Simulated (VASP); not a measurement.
# GaN: single point with PBEsol

Crystal: GaN.

```xyz
2
Lattice="0.0000 2.1100 2.1100 2.1100 0.0000 2.1100 2.1100 2.1100 0.0000" Properties=species:S:1:pos:R:3 pbc="T T T"
Ga    0.0000    0.0000    0.0000
N     2.1100    2.1100    2.1100
```

* Program: VASP 6.6.1
* Task: single point
* Functional: PBEsol
* Potentials or basis: VASP PAW PBE potentials, release 64 (Ga_d, N)
* Cutoff: 600 eV
* k mesh: 12 × 12 × 12
* Occupations: gaussian, width 0.03 eV
* Spin: no spin polarisation

```yaml
Pressure: 0.2 GPa
Band_gap_on_the_k_mesh: 0.54 eV (least direct gap 2.81 eV)
```

Levels at points of the mesh, in eV from the valence-band top:
| k point | band 7 | band 8 | band 9 | band 10 | band 11 | band 12 |
| --- | --- | --- | --- | --- | --- | --- |
| (0.00, 0.00, 0.00) | -0.53 | -0.53 | -0.53 | 2.28 | 14.63 | 14.63 |
| (0.50, 0.00, 0.00) | -8.35 | -0.18 | -0.18 | 4.61 | 9.00 | 9.00 |
| (0.50, 0.50, 0.00) | -7.25 | -3.10 | -3.10 | 0.54 | 7.68 | 11.89 |

Run time: 7.5 s on 1 thread of Intel(R) Xeon(R) 6975P-C (Granite Rapids), with other jobs on the host, peak memory 0.15 GiB.

Caveat: the PAW data sets were made with another functional, which shifts forces and pressure a little. A k mesh can miss the band edges.
